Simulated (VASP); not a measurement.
A run of VASP 6.6.1 is set up as follows.

Contents of INCAR:

```
SYSTEM = Tl
ALGO = Normal ; EDIFF = 1E-6
ENCUT = 520 ; GGA = PS
ISIF = 2 ; ISMEAR = -1
LASPH = .True. ; LCHARG = .False.
LREAL = .False. ; LWAVE = .False.
NBANDS = 20 ; NELM = 80
PREC = Accurate ; SIGMA = 0.1
```

The input KPOINTS:

```
k-points
0
Gamma
  9 9 9
  0 0 0
```

The input POSCAR:

```
Tl
1.0
    0.0000000000      3.5301688420      3.5301688420
    3.5301688420      0.0000000000      3.5301688420
    3.5301688420      3.5301688420      0.0000000000
Tl
2
Direct
    0.1250000000      0.1250000000      0.1250000000
    0.8750000000      0.8750000000      0.8750000000
```

Potentials or basis: VASP PAW PBE potentials, release 64 (Tl_d).

Command:

```sh
$ cat potpaw_PBE.64/Tl_d/POTCAR > POTCAR
$ mpirun -np 1 vasp_std > vasp.out
```

(1) Predict the pressure.

(2) Estimate the band gap on the k mesh.

## Answers

(1) -1.2 GPa.

(2) zero (band 13 reaches 4.89 eV, above the bottom of band 14 at 2.12 eV).

Caveat: the PAW data sets were made with another functional, which shifts forces and pressure a little; spin-orbit coupling is left out, which moves the levels of the heavy elements.
